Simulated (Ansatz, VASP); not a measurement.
InP2N3 in VASP and in Ansatz

INCAR

```
SYSTEM = InP2N3
ALGO     = Normal         ! electronic algorithm
EDIFF    = 1E-7           ! SCF threshold, eV
EDIFFG   = -0.01          ! ionic threshold
ENCUT    = 600            ! plane-wave cutoff, eV
GGA      = PE             ! functional
IBRION   = 2              ! ionic algorithm
ISIF     = 3              ! what is computed and relaxed
ISMEAR   = 0              ! smearing method
LASPH    = .True.         ! aspherical terms in the spheres
LCHARG   = .False.        ! write CHGCAR
LREAL    = .False.        ! projectors in reciprocal space
LWAVE    = .False.        ! write WAVECAR
NELM     = 80             ! most SCF steps
NSW      = 100            ! ionic steps
PREC     = Accurate       ! precision mode
SIGMA    = 0.1            ! smearing width, eV
```

Contents of KPOINTS:

```
k-points
0
Gamma
  12 12 14
  0 0 0
```

POSCAR

```
InP2N3
1.0
    5.3295860678      0.0000000000      0.0000000000
   -2.6647930339      4.6155569264      0.0000000000
    0.0000000000      0.0000000000      2.6404130302
In P N
1 2 3
Direct
    0.0000000000      0.0000000000      0.0000000000
    0.3333333333      0.6666666667      0.0000000000
    0.6666666667      0.3333333333      0.0000000000
    0.5000000000      0.0000000000      0.5000000000
    0.5000000000      0.5000000000      0.5000000000
    0.0000000000      0.5000000000      0.5000000000
```

Input for Ansatz:

```yaml
crystal:
  lattice:
    - [5.3295860678, 0.0, 0.0]
    - [-2.6647930339, 4.6155569264, 0.0]
    - [0.0, 0.0, 2.6404130302]
  atoms:
    - { symbol: In, position: [0.0, 0.0, 0.0] }
    - { symbol: P, position: [0.3333333333, 0.6666666667, 0.0] }
    - { symbol: P, position: [0.6666666667, 0.3333333333, 0.0] }
    - { symbol: "N", position: [0.5, 0.0, 0.5] }
    - { symbol: "N", position: [0.5, 0.5, 0.5] }
    - { symbol: "N", position: [0.0, 0.5, 0.5] }
basis:
  ecutwfc: 420
kpoints:
  mp_grid: { grid: [12, 12, 14] }
hamiltonian:
  xc: pbe
scf:
  occupations: { method: gaussian, width: 0.1 }
output:
  forces: true
  stress: true
  eigenvalues: true
relax:
  adjacent_minimum: "off"
  f_tol: 0.01
  max_steps: 80
  cell: { stress_tol: 0.05 }
```

Change from the starting cell: species swapped into the ZrCo3B2 type (P6/mmm, No. 191).

Alike in both runs: task relaxation of cell and atoms; functional PBE; k mesh 12 × 12 × 14; occupations gaussian, width 0.1 eV; no spin polarisation.

|  | VASP | Ansatz |
| --- | --- | --- |
| version | VASP 6.6.1 | Ansatz 0.2.0 |
| potentials or method | VASP PAW PBE potentials, release 64 (In_d, P, N), cutoff 600 eV | scalar-relativistic, plane waves, PAW |
| valence electrons in the cell | 38 | 38 |

VASP gave:

* gap on the k mesh at the Fermi level, each at its own relaxed structure (eV): none
* relaxed volume (Å³/atom): 10.81
* relaxed cell length with the largest relative difference (Å): 2.639

Question: Which values does Ansatz return?

Answer: gap on the k mesh at the Fermi level, each at its own relaxed structure (eV): none; relaxed volume (Å³/atom): 10.84; relaxed cell length with the largest relative difference (Å): 2.642.

A gap of «none» marks a metal or a gap that the smearing closes.
